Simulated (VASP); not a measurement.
# WC (I4/mmm) in VASP: a series of runs

The runs below take WC through single point, with PBE.

All numbers are computed with VASP 6.6.1; they aren't measurements. Logs are shortened: lines on timing, memory, paths and dates and some standing lists are left out, and cuts for length are marked.

## 1. The cell of the first run

The structure is tetragonal, space group I4/mmm (No. 139). The conventional cell has a = 3.270 Å, b = 3.270 Å, c = 3.930 Å, α = 90.00°, β = 90.00°, γ = 90.00°. W (site symmetry 4/mmm) has 6 C at 1.97 to 2.31 Å within 2.6 Å. C (site symmetry 4/mmm) has 6 W at 1.97 to 2.31 Å within 2.6 Å.

## 2. Single point, PBE

Input file INCAR:

```
SYSTEM = WC
PREC = Accurate
ENCUT = 520
EDIFF = 1E-6
ISMEAR = 0
SIGMA = 0.15
LREAL = .FALSE.
LASPH = .TRUE.
NELM = 100
ALGO = Normal
ISIF = 2
LWAVE = .FALSE.
LCHARG = .FALSE.
GGA = PE
NBANDS = 16
```

Input file KPOINTS:

```
Automatic mesh
0
G
  26 26 26
  0 0 0
```

Input file POSCAR:

```
WC
1.0
    0.0000000000      2.3119226125      1.9651342207
    2.3119226125      0.0000000000      1.9651342207
    2.3119226125      2.3119226125      0.0000000000
W C
1 1
Direct
    0.0000000000      0.0000000000      0.0000000000
    0.5000000000      0.5000000000      0.5000000000
```

Potentials or basis: VASP PAW PBE potentials, release 64 (W_sv, C).

Command:

```console
cat potpaw_PBE.64/W_sv/POTCAR potpaw_PBE.64/C/POTCAR > POTCAR
mpirun -np 1 vasp_std > vasp.out
```

OUTCAR:

```text
SYSTEM = WC
   PREC = Accurate
   ENCUT = 520
   EDIFF = 1E-6
   ISMEAR = 0
   LREAL = .FALSE.
   LASPH = .TRUE.
   NELM = 100
   ISIF = 2
   GGA = PE

 ion  position               nearest neighbor table
   1  0.000  0.000  0.000-   2 1.97   2 1.97   2 2.31   2 2.31   2 2.31   2 2.31
   2  0.500  0.500  0.500-   1 1.97   1 1.97   1 2.31   1 2.31   1 2.31   1 2.31

  LATTYP: Found a body centered tetragonal cell.
 ALAT       =     3.2695523138
 C/A-ratio  =     1.2020815281

  Lattice vectors:

 A1 = (   0.0000000000,  -2.3119226125,  -1.9651342207)
 A2 = (   0.0000000000,   2.3119226125,  -1.9651342207)
 A3 = (   2.3119226125,   0.0000000000,   1.9651342207)

Analysis of symmetry for initial positions (statically):
=====================================================================
 Subroutine PRICEL returns:
 Original cell was already a primitive cell.

 Routine SETGRP: Setting up the symmetry group for a
 body centered tetragonal supercell.

 Subroutine GETGRP returns: Found 16 space group operations
 (whereof 16 operations were pure point group operations)
 out of a pool of 16 trial point group operations.

The static configuration has the point symmetry D_4h.

Analysis of symmetry for dynamics (positions and initial velocities):
=====================================================================
 Subroutine PRICEL returns:
 Original cell was already a primitive cell.

 Routine SETGRP: Setting up the symmetry group for a
 body centered tetragonal supercell.

 Subroutine GETGRP returns: Found 16 space group operations
 (whereof 16 operations were pure point group operations)
 out of a pool of 16 trial point group operations.

The dynamic configuration has the point symmetry D_4h.

 Subroutine INISYM returns: Found 16 space group operations
 (whereof 16 operations are pure point group operations),
 and found     1 'primitive' translations

----------------------------------------------------------------------------------------

                                     Primitive cell

  volume of cell :      21.0072

  direct lattice vectors                    reciprocal lattice vectors
     0.000000000  2.311922613  1.965134221    -0.216270215  0.216270215  0.254435547
     2.311922613  0.000000000  1.965134221     0.216270215 -0.216270215  0.254435547
     2.311922613  2.311922613  0.000000000     0.216270215  0.216270215 -0.254435547

  length of vectors
     3.034260811  3.034260811  3.269552314     0.397848035  0.397848035  0.397848035

  position of ions in fractional coordinates (direct lattice)
[... 75 lines left out ...]
   LSORBIT =      F    spin-orbit coupling
   LASPH  =      T    aspherical Exc in radial PAW
   ENCUT  =  520.0 eV  38.22 Ry    6.18 a.u.   5.64  5.64  6.08*2*pi/ulx,y,z
   NELM   =    100;   NELMIN=  2; NELMDL= -5     # of ELM steps
   EDIFF  = 0.1E-05   stopping-criterion for ELM
   LREAL  =      F    real-space projection
   EDIFFG = 0.1E-04   stopping-criterion for IOM
   NSW    =      0    number of steps for IOM
   IBRION =     -1    ionic relax: 0-MD 1-quasi-New 2-CG
   NFREE  =      0    steps in history (QN), initial steepest desc. (CG)
   ISIF   =      2    stress and relaxation
   ISYM   =      2    0-nonsym 1-usesym 2-fastsym
   POTIM  = 0.5000    time-step for ionic-motion
   TEBEG  =    0.0;   TEEND  =   0.0 temperature during run
   PSTRESS=    0.0 pullay stress
   NELECT =      18.0000    total number of electrons
   NUPDOWN=      -1.0000    fix difference up-down
   EMIN   =  10.00;   EMAX   =-10.00  energy-range for DOS
   EFERMI =   0.00;   METHOD = LEGACY
   ISMEAR =     0;   SIGMA  =   0.15  broadening in eV -4-tet -1-fermi 0-gaus
   EFERMI_NEDOS =   21; number of points for ismear=-14 and -15
   IALGO  =     38    algorithm
   IMIX   =      4    mixing-type and parameters
     AMIX     =   0.40;   BMIX     =  1.00
     AMIX_MAG =   1.60;   BMIX_MAG =  1.00
  volume/ion in A,a.u.               =      10.50        70.88
  Fermi-wavevector in a.u.,A,eV,Ry     =   1.554925  2.938382 32.896047  2.417791
  Thomas-Fermi vector in A             =   2.658940
   LORBIT       =      0    0 simple, 1 ext, 2 COOP (PROOUT), +10 PAW based schemes
   GGA     = PE    functional components
   LHFCALC =     F    Hartree Fock is set to
   AEXX    =    0.0000 exact exchange contribution
   IVDW    =     0    specifies the selected vdW correction
   LEPSILON=     F    determine dielectric tensor
   LRPA    =     F    only Hartree local field effects (RPA)
 non-spin polarized calculation
 Gauss-broadening in eV      SIGMA  =   0.15
  energy-cutoff  :      520.00
  volume of cell :       21.01
 maximum number of plane-waves:       579
   NGX = 11   NGY = 11   NGZ = 13

 number of electron      17.9999999 magnetization

 Free energy of the ion-electron system (eV)
  ---------------------------------------------------
  ext. energy  EPLUGINS =         0.00000000
  ---------------------------------------------------
  free energy    TOTEN  =       -20.74866043 eV

  energy without entropy =      -20.73630303  energy(sigma->0) =      -20.74248173

 E-fermi :  12.3768     XC(G=0): -13.6879

 val. band max:       12.3750435966   @ k =   0.5000   0.0769   0.2308
 cond. band min:      12.3780621185   @ k =  -0.1154   0.1538   0.0385
 fundamental gap:      0.0030185218
 Fermi energy:        12.3767800528

 k-point     1 :       0.0000    0.0000    0.0000
  band No.  band energies     occupation
      1     -62.8370      2.00000
      2     -26.9698      2.00000
      3     -26.8500      2.00000
      4     -26.8500      2.00000
      5      -3.4578      2.00000
      6       9.2332      2.00000
[... 433 lines left out ...]
      3     -26.9768      2.00000
      4     -26.9008      2.00000
      5       0.0934      2.00000
      6       4.0593      2.00000
[... 8 lines left out ...]
     15      24.9115      0.00000
     16      26.6763      0.00000

 [... further k-points ...]
[... 5 lines left out ...]
  --------------------------------------------------------------------------------------
  -------------------------------------------------------------------------------------
  Total       -2.5270712     -2.5270712     14.0055447      0.0000000     -0.0000000      0.0000000
  in kB     -192.7344121   -192.7344121   1068.1734688      0.0000000     -0.0000000      0.0000000
  external PRESSURE =     227.5682148 kB  Pullay stress =       0.0000000 kB

 VOLUME and BASIS-vectors are now :
 -----------------------------------------------------------------------------
  energy-cutoff  :      520.00
  volume of cell :       21.01
      direct lattice vectors                 reciprocal lattice vectors
     0.000000000  2.311922613  1.965134221    -0.216270215  0.216270215  0.254435547
     2.311922613  0.000000000  1.965134221     0.216270215 -0.216270215  0.254435547
     2.311922613  2.311922613  0.000000000     0.216270215  0.216270215 -0.254435547

 POSITION                                       TOTAL-FORCE (eV/Angst)
 -----------------------------------------------------------------------------------
      0.00000      0.00000      0.00000        -0.000000      0.000000      0.000000
      2.31192      2.31192      1.96513         0.000000      0.000000      0.000000
 -----------------------------------------------------------------------------------
    total drift:                                0.000000     -0.000000     -0.000000

  FREE ENERGIE OF THE ION-ELECTRON SYSTEM (eV)
  ---------------------------------------------------
  free  energy   TOTEN  =       -20.7486604259 eV

  energy  without entropy=      -20.7363030268  energy(sigma->0) =      -20.74248173
```

stdout:

```text
POSCAR found type information on POSCAR W C
 POSCAR found :  2 types and       2 ions
 scaLAPACK will be used
 LDA part: xc-table for (Slater+PW92), standard interpolation
 POSCAR, INCAR and KPOINTS ok, starting setup
 FFT: planning ... GRIDC
 FFT: planning ... GRID_SOFT
 FFT: planning ... GRID
 WAVECAR not read
 entering main loop
```

Wall time 95 s (1 thread of Intel Xeon 6975P-C (Granite Rapids), shared host); peak memory 0.51 GiB.

Results:

- Free energy: -20.7487 eV
- Pressure: 22.8 GPa
- Band gap on the k mesh: zero (bands 9 and 10 overlap by 3.33 eV)

Stress tensor (GPa, compression positive):
```
-19.27   0.00   0.00
  0.00 -19.27   0.00
  0.00   0.00 106.82
```

Caveat: the stress differs along the axes, from -19 to 107 GPa; spin-orbit coupling is left out, which moves the levels of the heavy elements.

## 3. Single point, PBE

This run uses another cell than the first one, of the same volume but with other edges.

Input file INCAR:

```
ALGO     = Normal         # electronic algorithm
EDIFF    = 1E-6           # SCF threshold, eV
ENCUT    = 520            # plane-wave cutoff, eV
GGA      = PE             # functional
ISIF     = 2              # what is computed and relaxed
ISMEAR   = 0              # smearing method
LASPH    = T              # aspherical terms in the spheres
LCHARG   = F              # write CHGCAR
LREAL    = F              # projectors in reciprocal space
LWAVE    = F              # write WAVECAR
NBANDS   = 16             # bands
NELM     = 60             # most SCF steps
PREC     = Accurate       # precision mode
SIGMA    = 0.15           # smearing width, eV
```

Input file KPOINTS:

```
k-points
0
Gamma
  26 26 26
```

Input file POSCAR:

```
WC
1.0
    0.0000000000      2.0608791207      2.4730549449
    2.0608791207      0.0000000000      2.4730549449
    2.0608791207      2.0608791207      0.0000000000
W C
1 1
Direct
    0.0000000000      0.0000000000      0.0000000000
    0.5000000000      0.5000000000      0.5000000000
```

Potentials or basis: VASP PAW PBE potentials, release 64 (W_sv, C).

Command:

```console
cat potpaw_PBE.64/W_sv/POTCAR potpaw_PBE.64/C/POTCAR > POTCAR
mpirun -np 1 vasp_std > vasp.out
```

Wall time 98 s (1 thread of Intel Xeon 6975P-C (Granite Rapids), shared host); peak memory 0.51 GiB.

Results (log left out):

| Item | Value |
| --- | --- |
| Free energy | -20.9055 eV |
| Pressure | 24.9 GPa |
| Band gap on the k mesh | zero (bands 9 and 10 overlap by 3.73 eV) |

Stress tensor (GPa, compression positive):
```
 50.12   0.00   0.00
  0.00  50.12   0.00
  0.00   0.00 -25.41
```

Levels at points of the mesh, in eV from the Fermi level:
| k point | band 5 | band 6 | band 7 | band 8 | band 9 | band 10 | band 11 | band 12 | band 13 | band 14 |
| --- | --- | --- | --- | --- | --- | --- | --- | --- | --- | --- |
| (0.00, 0.00, 0.00) | -15.80 | -4.06 | -2.77 | -1.67 | -1.67 | -1.43 | -0.74 | -0.74 | 0.17 | 8.28 |
| (0.50, 0.00, 0.00) | -10.91 | -9.76 | -6.99 | -6.66 | 0.96 | 1.80 | 3.04 | 4.59 | 6.17 | 11.31 |
| (0.50, 0.50, 0.00) | -14.03 | -6.51 | -5.72 | -1.60 | -1.60 | 0.98 | 2.22 | 2.22 | 4.06 | 9.21 |
| (0.50, 0.00, 0.50) | -13.66 | -5.50 | -4.69 | -2.72 | -2.52 | 0.48 | 0.99 | 3.60 | 6.88 | 8.50 |

Caveat: the stress differs along the axes, from -25 to 50 GPa; spin-orbit coupling is left out, which moves the levels of the heavy elements.
